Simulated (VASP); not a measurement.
# Br: single point with PBE

Br:

```
Br
1.0
    -3.33250    0.00000    2.39256
     0.00000   -8.82258    0.00000
     3.33250    0.00000    2.39256
Br
4
Direct
  0.13000 0.90000 0.13000
  0.63000 0.60000 0.63000
  0.87000 0.10000 0.87000
  0.37000 0.40000 0.37000
```

```yaml
Program: VASP 6.6.1
Task: single point
Functional: PBE
Potentials_or_basis: VASP PAW PBE potentials, release 64 (Br)
Cutoff: 520 eV
k_mesh: 5 × 2 × 5, shifted
Occupations: fermi-dirac, width 0.0417 eV
Spin: no spin polarisation
```

The pressure is 5.7 GPa and the largest force is 3.252 eV/Å. The band gap on the k mesh is 2.53 eV (least direct gap 2.55 eV).

Forces in eV/Å, atoms in the order of the input:
```
Br   0.000  2.711  1.797
Br   0.000 -2.711  1.797
Br   0.000 -2.711 -1.797
Br   0.000  2.711 -1.797
```

Stress tensor (GPa, compression positive):
```
 0.97  0.00  0.00
 0.00 10.61  0.00
 0.00  0.00  5.46
```

Levels at points of the mesh, in eV from the valence-band top:
| k point | band 11 | band 12 | band 13 | band 14 | band 15 | band 16 | band 17 | band 18 |
| --- | --- | --- | --- | --- | --- | --- | --- | --- |
| (0.10, 0.25, 0.10) | -0.49 | -0.27 | -0.15 | -0.01 | 2.53 | 3.11 | 6.35 | 6.81 |

Run time: 46 s on 1 thread of Intel Xeon 8259CL, on a shared host, peak memory 0.23 GiB.

Caveat: the stress differs along the axes, from 1 to 11 GPa; this functional lacks dispersion, which holds the molecules together, so the pressure and a relaxed volume are unreliable; a shifted mesh leaves out Γ, where band edges can lie; forces of over 1 eV/Å act on the atoms, so gaps and moduli don't describe the material at rest. A k mesh can miss the band edges.
